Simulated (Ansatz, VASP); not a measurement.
# Cs: VASP beside Ansatz

Contents of INCAR:

```
SYSTEM = Cs
  PREC = Accurate
  ENCUT = 600
  EDIFF = 1E-7
  ISMEAR = 0
  SIGMA = 0.1
  LREAL = .FALSE.
  LASPH = .TRUE.
  NELM = 80
  ALGO = Fast
  ISIF = 3
  LWAVE = .FALSE.
  LCHARG = .FALSE.
  GGA = PS
  IBRION = 2
  NSW = 100
  EDIFFG = -0.01
```

File KPOINTS:

```
Automatic mesh
0
G
  12 12 12
  0 0 0
```

POSCAR

```
Cs
1.0
    5.1925209432      0.0000000000      0.0000000000
   -2.5962604716      4.4968550465      0.0000000000
    0.0000000000      0.0000000000      4.8863793400
Cs
1
Direct
    0.0000000000      0.0000000000      0.0000000000
```

Input for Ansatz:

```yaml
crystal:
  lattice:
    - [5.1925209432, 0.0, 0.0]
    - [-2.5962604716, 4.4968550465, 0.0]
    - [0.0, 0.0, 4.88637934]
  atoms:
    - { symbol: Cs, position: [0.0, 0.0, 0.0] }
basis:
  ecutwfc: 420
kpoints:
  mp_grid: { grid: [12, 12, 12] }
hamiltonian:
  xc: pbesol
scf:
  occupations: { method: gaussian, width: 0.1 }
output:
  forces: true
  stress: true
  eigenvalues: true
relax:
  adjacent_minimum: "off"
  f_tol: 0.01
  max_steps: 80
  cell: { stress_tol: 0.05 }
```

Alike in both runs: task relaxation of cell and atoms; functional PBEsol; k mesh 12 × 12 × 12; occupations gaussian, width 0.1 eV; no spin polarisation.

```csv
,VASP,Ansatz
version,VASP 6.6.1,Ansatz 0.2.0
potentials or method,"VASP PAW PBE potentials, release 64 (Cs_sv), cutoff 600 eV","scalar-relativistic, plane waves, PAW"
valence electrons in the cell,9,9
```

|  | VASP | Ansatz | Ansatz less VASP |
| --- | --- | --- | --- |
| gap on the k mesh at the Fermi level, each at its own relaxed structure (eV) | none | none | - |
| relaxed volume (Å³/atom) | 114.10 | 114.10 | 0.000 |
| relaxed length of the cell vector where the two differ most in proportion (Å) | 5.193 | 5.193 | 0.0000 |

VASP's potentials were made for PBE, not for PBEsol. A gap of «none» marks a metal or a gap that the smearing closes.

Neither program's run includes spin-orbit coupling. Noted on VASP's run: the relaxation stopped at its first step, so nothing moved.
